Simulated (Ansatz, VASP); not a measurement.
## Co in VASP and in Ansatz

File INCAR:

```
SYSTEM = Co
ALGO = Normal
EDIFF = 1E-6
ENCUT = 600
GGA = CA
GGA_COMPAT = .False.
ISIF = 2
ISMEAR = -1
ISPIN = 2
LASPH = .True.
LCHARG = .True.
LELF = .True.
LMAXMIX = 4
LORBIT = 11
LREAL = .False.
LVHAR = .True.
LWAVE = .False.
MAGMOM = 2 2
NBANDS = 28
NELM = 200
PREC = Accurate
SIGMA = 0.05
```

Contents of KPOINTS:

```
k-points
0
Gamma
  12 12 7
  0 0 0
```

The input POSCAR:

```
Co
1.0
    2.4873648738      0.0000000000      0.0000000000
   -1.2436824369      2.1541211692      0.0000000000
    0.0000000000      0.0000000000      4.0632895034
Co
2
Direct
    0.3333333333      0.6666666667      0.7401390000
    0.6666666667      0.3333333333      0.2598610000
```

File input.yaml:

```yaml
crystal:
  lattice:
    - [2.4873648738, 0.0, 0.0]
    - [-1.2436824369, 2.1541211692, 0.0]
    - [0.0, 0.0, 4.0632895034]
  atoms:
    - { symbol: Co, position: [0.3333333333, 0.6666666667, 0.740139], spin: 2.0 }
    - { symbol: Co, position: [0.6666666667, 0.3333333333, 0.259861], spin: 2.0 }
hamiltonian:
  xc: lda
  pseudopotentials: { kind: paw }
magnetization:
  spin_polarized: true
kpoints:
  mp_grid: { grid: [12, 12, 7] }
scf:
  occupations: { method: fermi_dirac, width: 0.05 }
output:
  forces: true
  stress: true
  eigenvalues: true
```

Alike in both runs: task single point; functional LDA; k mesh 12 × 12 × 7; occupations fermi-dirac, width 0.05 eV; collinear spin.

```csv
,VASP,Ansatz
version,VASP 6.6.1,Ansatz 0.2.0
potentials or method,"VASP PAW LDA potentials, release 64 (Co_sv)",Ansatz PAW
plane-wave cutoff (eV),600,420
valence electrons in the cell,34,34
```

|  | VASP | Ansatz | Ansatz less VASP |
| --- | --- | --- | --- |
| gap on the k mesh at the Fermi level (eV) | none | none | - |
| pressure (GPa) | -21.5 | -17.7 | +3.80 |
| traceless stress, the component that is largest in VASP (GPa) | -1.76 | -1.87 | -0.108 |
| rms of the force components (eV/Å) | 0.245 | 0.235 | -0.0090 |
| net moment per atom (μB) | 1.55 | 1.59 | +0.036 |
| size of the moment on the site where the two differ most (μB) | 1.58 | 1.64 | +0.053 |

LDA's correlation is that of Perdew and Zunger in VASP and of Perdew and Wang (1992) in Ansatz. Site moments also hang on the region over which each program counts them. Atom by atom the forces differ by 0.009 eV/Å (rms over components). A gap of «none» marks a metal or a gap that the smearing closes.
